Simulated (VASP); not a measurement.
Crystal: As.

```
CELL_PARAMETERS angstrom
1.87975 1.08527 3.48577
-1.87975 1.08527 3.48577
0.00000 -2.17055 3.48577
ATOMIC_POSITIONS crystal
As 0.22754 0.22754 0.22754
As 0.77246 0.77246 0.77246
```

Base run:

| Item | Value |
| --- | --- |
| Program | VASP 6.6.1 |
| Functional | BLYP |
| Potentials or basis | VASP PAW PBE potentials, release 64 (As_d) |
| Cutoff | 600 eV |
| k mesh | 6 × 6 × 6 |
| Occupations | gaussian, width 0.1 eV |
| Spin | no spin polarisation |

Its results: band gap on the k mesh zero (band 15 reaches 4.28 eV, above the bottom of band 16 at 4.08 eV); pressure 9.2 GPa; largest force 0.146 eV/Å.

Q: The run is repeated on the same cell with these changes: functional from BLYP to PBE. What comes out?

A: Band gap on the k mesh zero (band 15 reaches 3.90 eV, above the bottom of band 16 at 3.58 eV); pressure 3.5 GPa; largest force 0.120 eV/Å.

PBE binds more tightly than BLYP, so the same cell stands under less pressure.

Caveats: the PAW data sets were made with another functional, which shifts forces and pressure a little (some runs).
